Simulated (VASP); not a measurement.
# CaO (I4/mmm) in VASP: a series of runs, part 2 of 2

VASP 6.6.1.

## Step 5: Single point, PBE (strain -0.030 along x and y, +0.030 along z)

The input, INCAR:

```
SYSTEM = CaO
ALGO = Normal
EDIFF = 1E-7
ENCUT = 520
GGA = PE
ISIF = 2
ISMEAR = 0
LASPH = .TRUE.
LCHARG = .FALSE.
LREAL = .FALSE.
LWAVE = .FALSE.
NBANDS = 15
NELM = 100
PREC = Accurate
SIGMA = 0.05
```

The input, KPOINTS:

```
k-points
0
G
  8 8 8
  0 0 0
```

The input, POSCAR:

```
CaO
1.0
    0.0000000000      2.3755300000      2.5224700000
    2.3755300000      0.0000000000      2.5224700000
    2.3755300000      2.3755300000      0.0000000000
Ca O
1 1
Direct
    0.0000000000      0.0000000000      0.0000000000
    0.5000000000      0.5000000000      0.5000000000
```

The run is started by

```sh
$ cat potpaw_PBE.64/Ca_sv/POTCAR potpaw_PBE.64/O/POTCAR > POTCAR
$ mpirun -np 1 vasp_std > vasp.out
```

Run time: 34 s. Hardware: 1 thread of AMD EPYC 7R43 (Zen 3), shared host; peak memory 0.14 GiB.

Results (log left out):

```
Free energy            : -12.7773 eV
Pressure               : 0.3 GPa
Band gap on the k mesh : 3.56 eV, indirect (least direct gap 3.98 eV)
```

Stress tensor (GPa, compression positive):
```
 2.89  0.00  0.00
 0.00  2.89  0.00
 0.00  0.00 -4.87
```

Levels at points of the mesh, in eV from the valence-band top:
```
           k point  band 5  band 6  band 7  band 8  band 9  band 10  band 11  band 12
(0.00, 0.00, 0.00)  -15.53   -0.12    0.00    0.00    4.36     5.88     6.28     6.28
(0.50, 0.00, 0.00)  -14.40   -2.62   -1.21   -1.21    6.89     8.18     8.24     8.25
(0.50, 0.50, 0.00)  -15.30   -1.55   -0.32   -0.32    3.73     7.81     8.74     9.30
(0.50, 0.00, 0.50)  -15.30   -1.24   -0.51   -0.42    3.56     7.77     8.81     9.11
```

Caveat: the cell differs from its parent crystal (strain -0.030 along x and y, +0.030 along z).

## Step 6: Single point, PBE (strain +0.000 along x and y, -0.030 along z)

The input, INCAR:

```
SYSTEM = CaO
PREC = Accurate ; ENCUT = 520
EDIFF = 1E-6 ; ISMEAR = 0
SIGMA = 0.05 ; LREAL = .False.
LASPH = .True. ; NELM = 60
ALGO = Normal ; ISIF = 2
LWAVE = .False. ; LCHARG = .False.
GGA = PE ; NBANDS = 15
```

The input, KPOINTS:

```
Automatic mesh
0
Gamma
  8 8 8
  0 0 0
```

The input, POSCAR:

```
CaO
1.0
    0.0000000000      2.4490000000      2.3755300000
    2.4490000000      0.0000000000      2.3755300000
    2.4490000000      2.4490000000      0.0000000000
Ca O
1 1
Direct
    0.0000000000      0.0000000000      0.0000000000
    0.5000000000      0.5000000000      0.5000000000
```

Potentials or basis: VASP PAW PBE potentials, release 64 (Ca_sv, O).

The run is started by

```sh
$ cat potpaw_PBE.64/Ca_sv/POTCAR potpaw_PBE.64/O/POTCAR > POTCAR
$ mpirun -np 1 vasp_std > vasp.out
```

OUTCAR:

```text
SYSTEM = CaO
   PREC = Accurate
   ENCUT = 520
   EDIFF = 1E-6
   ISMEAR = 0
   LREAL = .False.
   LASPH = .True.
   NELM = 60
   ISIF = 2
   GGA = PE

 ion  position               nearest neighbor table
   1  0.000  0.000  0.000-   2 2.38   2 2.38   2 2.45   2 2.45   2 2.45   2 2.45
   2  0.500  0.500  0.500-   1 2.38   1 2.38   1 2.45   1 2.45   1 2.45   1 2.45

  LATTYP: Found a body centered tetragonal cell.
 ALAT       =     3.4634090143
 C/A-ratio  =     1.3717871555

  Lattice vectors:

 A1 = (   0.0000000000,  -2.4490000000,  -2.3755300000)
 A2 = (   0.0000000000,   2.4490000000,  -2.3755300000)
 A3 = (   2.4490000000,   0.0000000000,   2.3755300000)

Analysis of symmetry for initial positions (statically):
=====================================================================
 Subroutine PRICEL returns:
 Original cell was already a primitive cell.

 Routine SETGRP: Setting up the symmetry group for a
 body centered tetragonal supercell.

 Subroutine GETGRP returns: Found 16 space group operations
 (whereof 16 operations were pure point group operations)
 out of a pool of 16 trial point group operations.

The static configuration has the point symmetry D_4h.

Analysis of symmetry for dynamics (positions and initial velocities):
[... 171 lines left out ...]
      3     -16.3267      2.00000
      4     -16.3042      2.00000
      5     -13.2800      2.00000
      6       2.1808      2.00000
      7       2.1808      2.00000
      8       2.2511      2.00000
      9       6.6790      0.00000
     10       8.3044      0.00000
     11       8.3044      0.00000
     12       8.5000      0.00000
     13       9.6887      0.00000
     14       9.9963      0.00000
[... 401 lines left out ...]
      2     -17.0638      2.00000
      3     -16.4076      2.00000
      4     -16.3803      2.00000
      5     -12.4919      2.00000
      6       0.2154      2.00000
      7       1.2668      2.00000
      8       1.4625      2.00000
      9       8.0571      0.00000
     10       9.5647      0.00000
     11      10.1890      0.00000
     12      10.2813      0.00000
     13      11.4400      0.00000
     14      12.0606      0.00000
     15      17.1569      0.00000

 [... further k-points ...]
[... 5 lines left out ...]
  --------------------------------------------------------------------------------------
  -------------------------------------------------------------------------------------
  Total       -0.3420223     -0.3420223      0.4695838      0.0000000     -0.0000000     -0.0000000
  in kB      -19.2307783    -19.2307783     26.4031426      0.0000000     -0.0000000     -0.0000000
  external PRESSURE =      -4.0194713 kB  Pullay stress =       0.0000000 kB

 VOLUME and BASIS-vectors are now :
 -----------------------------------------------------------------------------
  energy-cutoff  :      520.00
  volume of cell :       28.49
      direct lattice vectors                 reciprocal lattice vectors
     0.000000000  2.449000000  2.375530000    -0.204164965  0.204164965  0.210479346
     2.449000000  0.000000000  2.375530000     0.204164965 -0.204164965  0.210479346
     2.449000000  2.449000000  0.000000000     0.204164965  0.204164965 -0.210479346

 POSITION                                       TOTAL-FORCE (eV/Angst)
 -----------------------------------------------------------------------------------
      0.00000      0.00000      0.00000        -0.000000      0.000000      0.000000
      2.44900      2.44900      2.37553         0.000000     -0.000000      0.000000
 -----------------------------------------------------------------------------------
    total drift:                                0.000000      0.000000      0.000000

  FREE ENERGIE OF THE ION-ELECTRON SYSTEM (eV)
  ---------------------------------------------------
  free  energy   TOTEN  =       -12.7975377066 eV

  energy  without entropy=      -12.7975377066  energy(sigma->0) =      -12.79753771
```

stdout:

```text
POSCAR found type information on POSCAR CaO
 POSCAR found :  2 types and       2 ions
 scaLAPACK will be used
 LDA part: xc-table for (Slater+PW92), standard interpolation
 POSCAR, INCAR and KPOINTS ok, starting setup
 FFT: planning ... GRIDC
 FFT: planning ... GRID_SOFT
 FFT: planning ... GRID
 WAVECAR not read
 entering main loop
```

It took 34 s on 1 thread of AMD EPYC 7R43 (Zen 3), shared host; peak memory 0.13 GiB.

Results:

```yaml
Free_energy: -12.7975 eV
Pressure: -0.4 GPa
Band_gap_on_the_k_mesh: 3.53 eV, indirect (least direct gap 4.00 eV)
```

Caveat: the cell differs from its parent crystal (strain +0.000 along x and y, -0.030 along z). A k mesh can miss the band edges.

## Step 7: The runs side by side

```tsv
cell	gap on the mesh (eV)	pressure (GPa)
a = 3.412, b = 3.412, c = 3.360 Å, angles 60.5, 60.5, 59.0°, 2 atoms	3.58	3.0
a = 3.438, b = 3.438, c = 3.360 Å, angles 60.8, 60.8, 58.5°, 2 atoms	3.57	1.5
a = 3.386, b = 3.386, c = 3.411 Å, angles 59.7, 59.7, 60.5°, 2 atoms	3.58	2.8
a = 3.465, b = 3.465, c = 3.360 Å, angles 61.0, 61.0, 58.0°, 2 atoms	3.56	0.3
a = 3.412, b = 3.412, c = 3.463 Å, angles 59.5, 59.5, 61.0°, 2 atoms	3.53	-0.4
```

Alike in all rows: task single point; level PBE; potentials or basis VASP PAW PBE potentials, release 64 (Ca_sv, O); no spin polarisation; k mesh 8 × 8 × 8; cutoff (eV) 520; smearing gaussian 0.05 eV.

Total energies depend on the potentials used, so only differences within one code and one set of settings carry meaning.
